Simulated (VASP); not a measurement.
The system is Fe.

```
Fe
1.0
     0.00000    1.82600    1.82600
     1.82600    0.00000    1.82600
     1.82600    1.82600    0.00000
Fe
1
Cartesian
  0.0000 0.0000 0.0000
```

Base run:

| Quantity | Value |
| --- | --- |
| Program | VASP 6.6.1 |
| Functional | PBE |
| Potentials or basis | VASP PAW PBE potentials, release 64 (Fe) |
| Cutoff | 520 eV |
| k mesh | 12 × 12 × 12 |
| Occupations | fermi-dirac, width 0.1 eV |
| Spin | collinear spin, ferromagnetic start |
| Starting moments | [1.7] μB |
| Fixed moment | 1.7 μB |

Its results: pressure -18.7 GPa; site moments Fe +1.71 μB.

Question: The run is repeated on the same cell with these changes: fixed moment from 1.7 μB to 2.83 μB; moments at the start from [1.7] to [2.83]. What comes out?

Answer: Pressure 3.8 GPa; site moments Fe +2.81 μB.

Caveats: the total moment is fixed, so each spin has its own Fermi level.
